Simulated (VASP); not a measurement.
Here is a VASP 6.6.1 calculation.

Contents of INCAR:

```
SYSTEM = ZnO
PREC     = Accurate       ! precision mode
ENCUT    = 600            ! plane-wave cutoff, eV
EDIFF    = 1E-6           ! SCF threshold, eV
ISMEAR   = -1             ! smearing method
SIGMA    = 0.02           ! smearing width, eV
LREAL    = .FALSE.        ! projectors in reciprocal space
LASPH    = .TRUE.         ! aspherical terms in the spheres
NELM     = 100            ! most SCF steps
ALGO     = Normal         ! electronic algorithm
ISIF     = 3              ! what is computed and relaxed
LWAVE    = .FALSE.        ! write WAVECAR
LCHARG   = .FALSE.        ! write CHGCAR
GGA      = PE             ! functional
IBRION   = 2              ! ionic algorithm
NSW      = 80             ! ionic steps
EDIFFG   = -0.005         ! ionic threshold
```

File KPOINTS:

```
regular mesh
0
G
  12 12 6
  0 0 0
```

The input POSCAR:

```
ZnO
1.0
    2.8069519459      0.0000000000      0.0000000000
   -1.4034759730      2.4308916924      0.0000000000
    0.0000000000      0.0000000000      4.5837525277
Zn O
2 2
Direct
    0.3333333333      0.6666666667      0.0000000000
    0.6666666667      0.3333333333      0.5000000000
    0.3333333333      0.6666666667      0.3750000000
    0.6666666667      0.3333333333      0.8750000000
```

Potentials or basis: VASP PAW PBE potentials, release 64 (Zn, O).

Run with:

```console
$ cat potpaw_PBE.64/Zn/POTCAR potpaw_PBE.64/O/POTCAR > POTCAR
$ mpirun -np 1 vasp_std > vasp.out
```

Question: Predict the relaxed volume.

Answer: 12.29 Å³/atom.

Question: Predict the band gap on the k mesh.

Answer: 0.73 eV, direct.

Question: Estimate the relaxed cell.

Answer: a = 3.275 Å, b = 3.275 Å, c = 5.294 Å, α = 90.00°, β = 90.00°, γ = 120.00°.

Step by step:
```csv
step,energy change (eV),largest force (eV/Å),pressure (GPa),volume (Å³)
1,0.0000,0.1259,165.30,31.28
2,-0.9636,0.0633,-35.79,83.85
3,-6.1801,0.0774,-5.65,51.21
4,-6.2110,0.0757,-2.43,49.99
5,-6.2173,0.0741,0.03,49.13
6,-6.2159,0.0749,-1.14,49.55
7,-6.2180,0.0501,0.73,48.99
8,-6.2181,0.0544,0.21,49.09
9,-6.2181,0.0540,0.22,49.08
10,-6.2181,0.0524,0.34,49.03
11,-6.2181,0.0527,0.35,49.06
12,-6.2181,0.0538,0.28,49.07
13,-6.2189,0.0372,0.16,49.10
14,-6.2200,0.0077,0.00,49.17
15,-6.2200,0.0116,-0.02,49.18
16,-6.2200,0.0065,0.07,49.16
17,-6.2200,0.0016,0.03,49.17
18,-6.2200,0.0007,-0.01,49.17
```

Caveat: the volume moved by over 15 % at a fixed basis, so the end points are rough. As with any semilocal functional, this PBE gap is likely too small.
